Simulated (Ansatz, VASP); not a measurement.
One calculation of BeS, two programs

```
S Be
1.0
     0.00000    2.42500    2.42500
     2.42500    0.00000    2.42500
     2.42500    2.42500    0.00000
S Be
1 1
Direct
  0.75000 0.75000 0.75000
  0.00000 0.00000 0.00000
```

Alike in both runs: task relaxation of cell and atoms; functional PBEsol; k mesh 9 × 9 × 9; occupations fermi-dirac, width 0.05 eV; no spin polarisation.

|  | VASP | Ansatz |
| --- | --- | --- |
| version | VASP 6.6.1 | Ansatz 0.2.0 |
| potentials or method | VASP PAW PBE potentials, release 64 (S, Be), cutoff 600 eV | all-electron LAPW, scalar-relativistic |

Ansatz gave:

* relaxed volume (Å³/atom): 14.15
* relaxed cell length with the largest relative difference (Å): 3.420

**Question.** Which values does VASP return?

**Answer.** Relaxed volume (Å³/atom): 14.18; relaxed cell length with the largest relative difference (Å): 3.423.

VASP's potentials were made for PBE, not for PBEsol. Ansatz ran all-electron here, and VASP with PAW potentials.
